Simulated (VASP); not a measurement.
# Ba in VASP: further runs, part 2 of 2

VASP 6.6.1. The steps go on from the part before.

### Step 5. Electric field gradients, PBEsol (equal xy, yz and zx shear strains of +2 %)

INCAR

```
SYSTEM = Ba
  PREC = Accurate
  ENCUT = 520
  EDIFF = 1E-8
  ISMEAR = -1
  SIGMA = 0.05
  LREAL = .FALSE.
  LASPH = .TRUE.
  NELM = 60
  ALGO = Normal
  ISIF = 2
  LWAVE = .FALSE.
  LCHARG = .FALSE.
  GGA = PS
  LEFG = .TRUE.
  NBANDS = 11
```

KPOINTS

```
Automatic mesh
0
G
  10 10 10
  0 0 0
```

POSCAR

```
Ba
1.0
   -2.4500000000      2.5000000000      2.5000000000
    2.5000000000     -2.4500000000      2.5000000000
    2.5000000000      2.5000000000     -2.4500000000
Ba
1
Direct
    0.0000000000      0.0000000000      0.0000000000
```

Potentials or basis: VASP PAW PBE potentials, release 64 (Ba_sv).

The run is started by

```console
cat potpaw_PBE.64/Ba_sv/POTCAR > POTCAR
mpirun -np 1 vasp_std > vasp.out
```

OUTCAR:

```text
SYSTEM = Ba
   PREC = Accurate
   ENCUT = 520
   EDIFF = 1E-8
   ISMEAR = -1
   LREAL = .FALSE.
   LASPH = .TRUE.
   NELM = 60
   ISIF = 2
   GGA = PS

 ion  position               nearest neighbor table
   1  0.000  0.000  0.000-

  LATTYP: Found a trigonal (rhomboedric) cell.
 ALAT       =     4.3014532428
 COS(alpha) =    -0.3242805026

  Lattice vectors:

 A1 = (  -2.4500000000,   2.5000000000,   2.5000000000)
 A2 = (   2.5000000000,  -2.4500000000,   2.5000000000)
 A3 = (   2.5000000000,   2.5000000000,  -2.4500000000)

Analysis of symmetry for initial positions (statically):
=====================================================================
 Subroutine PRICEL returns:
 Original cell was already a primitive cell.

 Routine SETGRP: Setting up the symmetry group for a
[... 518 lines left out ...]
  external PRESSURE =      -5.4061122 kB  Pullay stress =       0.0000000 kB

 VOLUME and BASIS-vectors are now :
 -----------------------------------------------------------------------------
  energy-cutoff  :      520.00
  volume of cell :       62.48
      direct lattice vectors                 reciprocal lattice vectors
    -2.450000000  2.500000000  2.500000000    -0.003961180  0.198059022  0.198059022
     2.500000000 -2.450000000  2.500000000     0.198059022 -0.003961180  0.198059022
     2.500000000  2.500000000 -2.450000000     0.198059022  0.198059022 -0.003961180

 POSITION                                       TOTAL-FORCE (eV/Angst)
 -----------------------------------------------------------------------------------
      0.00000      0.00000      0.00000         0.000000     -0.000000      0.000000
 -----------------------------------------------------------------------------------
    total drift:                                0.000000      0.000000     -0.000000

  FREE ENERGIE OF THE ION-ELECTRON SYSTEM (eV)
  ---------------------------------------------------
  free  energy   TOTEN  =        -2.1439907489 eV

  energy  without entropy=       -2.1328776536  energy(sigma->0) =       -2.13843420

 Electric field gradients (V/A^2)
---------------------------------------------------------------------
 ion       V_xx      V_yy      V_zz      V_xy      V_xz      V_yz
---------------------------------------------------------------------
   1       0.000     0.000    -0.000    -4.614    -4.614    -4.614
---------------------------------------------------------------------

 Electric field gradients after diagonalization (V/A^2)
 (convention: |V_zz| > |V_xx| > |V_yy|)
----------------------------------------------------------------------
 ion       V_xx      V_yy      V_zz     asymmetry (V_yy - V_xx)/ V_zz
----------------------------------------------------------------------
   1       4.614     4.614    -9.228       0.000
----------------------------------------------------------------------

           NMR quadrupolar parameters

 Cq : quadrupolar parameter    Cq=e*Q*V_zz/h
 eta: asymmetry parameters     (V_yy - V_xx)/ V_zz
 Q  : nuclear electric quadrupole moment in mb (millibarn)
----------------------------------------------------------------------
 ion       Cq(MHz)       eta       Q (mb)
----------------------------------------------------------------------
   1      -0.022       0.000       1.000
----------------------------------------------------------------------
```

OSZICAR:

```text
N       E                     dE             d eps       ncg     rms          rms(c)
DAV:   1     0.550196087333E+02    0.55020E+02   -0.42229E+03  2552   0.750E+02
DAV:   2     0.592269222583E+00   -0.54427E+02   -0.52969E+02  3029   0.137E+02
DAV:   3    -0.206880959798E+01   -0.26611E+01   -0.26466E+01  3326   0.314E+01
DAV:   4    -0.214290339171E+01   -0.74094E-01   -0.73942E-01  3233   0.497E+00
DAV:   5    -0.214511284219E+01   -0.22095E-02   -0.22092E-02  3444   0.669E-01    0.160E+00
DAV:   6    -0.214427116785E+01    0.84167E-03   -0.33713E-03  3138   0.525E-01    0.942E-01
DAV:   7    -0.214388815186E+01    0.38302E-03   -0.54134E-03  3046   0.705E-01    0.410E-02
DAV:   8    -0.214398690950E+01   -0.98758E-04   -0.28764E-04  4051   0.913E-02    0.211E-02
DAV:   9    -0.214399056581E+01   -0.36563E-05   -0.39998E-06  3042   0.190E-02    0.501E-03
DAV:  10    -0.214399095503E+01   -0.38922E-06   -0.19034E-06  3114   0.870E-03    0.103E-03
DAV:  11    -0.214399086618E+01    0.88856E-07   -0.24774E-07  3977   0.298E-03    0.661E-04
DAV:  12    -0.214399069384E+01    0.17234E-06   -0.20958E-08  3036   0.114E-03    0.182E-04
DAV:  13    -0.214399074345E+01   -0.49611E-07   -0.87669E-10  1726   0.245E-04    0.520E-05
DAV:  14    -0.214399074891E+01   -0.54652E-08   -0.23318E-10  1597   0.968E-05
   1 F= -.21439907E+01 E0= -.21384342E+01  d E =-.111131E-01
```

Run time: 43 s. Hardware: 1 thread of Intel Xeon Platinum 8259CL at 2.50GHz (Skylake/Cascade Lake), shared host; peak memory 0.22 GiB.

Results:

* Free energy: -2.1440 eV
* Pressure: -0.5 GPa
* Band gap on the k mesh: zero (band 5 reaches 1.89 eV, above the bottom of band 6 at 1.01 eV)

Electric field gradients, principal values (V/Å²):
| atom | least | middle | greatest (by size) |
| --- | --- | --- | --- |
| 1 Ba | 4.614 | 4.614 | -9.228 |

Caveat: the cell differs from its parent crystal (equal xy, yz and zx shear strains of +2 %); without QUAD_EFG the Cq values of the log hold for a quadrupole moment of 1 mb, not for the nuclei; the PAW data sets were made with another functional, which shifts forces and pressure a little; spin-orbit coupling is left out, which moves the levels of the heavy elements.

### Step 6. Summary

```tsv
cell	gap on the mesh (eV)	pressure (GPa)
a = 4.359 Å, angles 109.5°, 1 atom	none	-0.7
a = 4.415 Å, angles 109.5°, 1 atom	none	-1.0
a = 4.359 Å, angles 109.2, 109.2, 110.0°, 1 atom	none	-0.7
a = 4.301 Å, angles 108.9°, 1 atom	none	-0.5
```

Alike in all rows: task electric field gradients; level PBEsol; potentials or basis VASP PAW PBE potentials, release 64 (Ba_sv); no spin polarisation; k mesh 10 × 10 × 10; cutoff (eV) 520; smearing fermi-dirac 0.05 eV.

Caveats: the PAW data sets were made with another functional, which shifts forces and pressure a little; spin-orbit coupling is left out, which moves the levels of the heavy elements.

Absolute energies hang on the potentials; compare differences alone.
